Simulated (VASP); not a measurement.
# Pt: single point with LDA

The system is Pt.

```xyz
1
Lattice="0.0000 2.2877 1.5792 2.2877 0.0000 1.5792 2.2877 2.2877 0.0000" Properties=species:S:1:pos:R:3 pbc="T T T"
Pt    0.0000    0.0000    0.0000
```

This cell differs from its parent crystal: volume 16.529 Å^3 an atom, c/a of the conventional cell 0.6903.

- Program: VASP 6.6.1
- Task: single point
- Functional: LDA
- Potentials or basis: VASP PAW LDA potentials, release 64 (Pt)
- Cutoff: 520 eV
- k mesh: 22 × 22 × 22
- Occupations: gaussian, width 0.15 eV
- Spin: no spin polarisation
- Dipole correction: no
- Further INCAR settings: ALGO = Fast; EDIFF = 1e-07; NBANDS = 11

```
Pressure               : -22.5 GPa
Band gap on the k mesh : zero (band 5 reaches 10.21 eV, above the bottom of band 6 at 8.25 eV)
```

Stress tensor (GPa, compression positive):
```
-21.74   0.00   0.00
  0.00 -21.74   0.00
  0.00   0.00 -23.96
```

Levels at points of the mesh, in eV from the Fermi level:
```
           k point  band 1  band 2  band 3  band 4  band 5  band 6  band 7  band 8  band 9  band 10
(0.00, 0.00, 0.00)   -9.05   -3.38   -3.19   -3.19   -1.02   -0.76   16.94   16.94   17.39    26.21
(0.50, 0.00, 0.00)   -6.14   -4.65   -1.02   -0.53    0.46    0.98    5.99   13.14   15.22    23.89
(0.50, 0.50, 0.00)   -5.63   -5.62    0.46    0.46    0.53    7.31    7.31    8.01   12.07    18.24
(0.50, 0.00, 0.50)   -6.18   -4.44   -1.24   -0.66    0.32    0.94    5.79   13.43   15.79    23.32
```

Run time: 89 s on 1 thread of Intel Xeon 6975P-C, on a shared host, peak memory 0.26 GiB.

Caveat: spin-orbit coupling is left out, which moves the levels of the heavy elements.
